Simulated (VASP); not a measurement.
Input of a VASP 6.6.1 run:

Contents of INCAR:

```
PREC     = Accurate       # precision mode
ENCUT    = 520            # plane-wave cutoff, eV
EDIFF    = 1E-7           # SCF threshold, eV
ISMEAR   = 0              # smearing method
SIGMA    = 0.1            # smearing width, eV
LREAL    = False          # projectors in reciprocal space
LASPH    = True           # aspherical terms in the spheres
NELM     = 100            # most SCF steps
ALGO     = Fast           # electronic algorithm
ISIF     = 2              # what is computed and relaxed
LWAVE    = False          # write WAVECAR
LCHARG   = False          # write CHGCAR
GGA      = PE             # functional
NBANDS   = 20             # bands
```

File KPOINTS:

```
regular mesh
0
Gamma
  20 20 20
```

POSCAR

```
Os2Pd
1.0
   -1.6341784841      1.6341784841      4.1925382027
    1.6341784841     -1.6341784841      4.1925382027
    1.6341784841      1.6341784841     -4.1925382027
Pd Os
1 2
Direct
    0.0000000000      0.0000000000      0.0000000000
    0.6766754793      0.6766754793      0.0000000000
    0.3233245207      0.3233245207      0.0000000000
```

Potentials or basis: VASP PAW PBE potentials, release 64 (Pd, Os).

Command:

```console
$ cat potpaw_PBE.64/Pd/POTCAR potpaw_PBE.64/Os/POTCAR > POTCAR
$ mpirun -np 1 vasp_std > vasp.out
```

Question: Predict the band gap on the k mesh.

Answer: Zero (bands 13 and 14 overlap by 1.65 eV).

Question: Predict the pressure.

Answer: -0.4 GPa.

Question: Predict the largest force.

Answer: 0.041 eV/Å.

Forces in eV/Å, atoms in the order of the input:
```
Pd   0.000  0.000  0.000
Os   0.000  0.000  0.041
Os   0.000  0.000 -0.041
```

Caveat: spin-orbit coupling is left out, which moves the levels of the heavy elements.
